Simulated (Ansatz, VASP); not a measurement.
**Two plane-wave programs on Bi**

INCAR

```
SYSTEM = Bi
ALGO = Fast ; EDIFF = 1E-6
ENCUT = 520 ; GGA = PS
ISIF = 2 ; ISMEAR = 0
IVDW = 12 ; LASPH = .True.
LCHARG = .False. ; LREAL = .False.
LWAVE = .False. ; NBANDS = 14
NELM = 60 ; PREC = Accurate
SIGMA = 0.15
```

File KPOINTS:

```
k-points
0
Gamma
  18 18 18
  0 0 0
```

Contents of POSCAR:

```
Bi
1.0
   -1.8779434764      1.8779434764      2.1806679648
    1.8779434764     -1.8779434764      2.1806679648
    1.8779434764      1.8779434764     -2.1806679648
Bi
1
Direct
    0.0000000000      0.0000000000      0.0000000000
```

Input for Ansatz:

```yaml
crystal:
  lattice:
    - [-1.8779434764, 1.8779434764, 2.1806679648]
    - [1.8779434764, -1.8779434764, 2.1806679648]
    - [1.8779434764, 1.8779434764, -2.1806679648]
  atoms:
    - { symbol: Bi, position: [0.0, 0.0, 0.0] }
basis:
  ecutwfc: 420
kpoints:
  mp_grid: { grid: [18, 18, 18] }
hamiltonian:
  xc: pbesol
  pseudopotentials: { kind: paw }
  dispersion: d3bj
scf:
  occupations: { method: gaussian, width: 0.15 }
output:
  forces: true
  stress: true
  eigenvalues: true
```

Alike in both runs: task single point; functional PBEsol; dispersion D3(BJ); k mesh 18 × 18 × 18; occupations gaussian, width 0.15 eV; no spin polarisation.

```csv
,VASP,Ansatz
version,VASP 6.6.1,Ansatz 0.2.0
potentials or method,"VASP PAW PBE potentials, release 64 (Bi_d), cutoff 520 eV","scalar-relativistic, plane waves, PAW"
valence electrons in the cell,15,15
```

|  | VASP | Ansatz | Ansatz less VASP |
| --- | --- | --- | --- |
| gap on the k mesh at the Fermi level (eV) | none | none | - |
| pressure (GPa) | -4.1 | -4.1 | +0.03 |
| traceless stress, the component that is largest in VASP (GPa) | -1.30 | -1.30 | -0.009 |

VASP's potentials were made for PBE, not for PBEsol. A gap of «none» marks a metal or a gap that the smearing closes.

Spin-orbit coupling is off throughout.
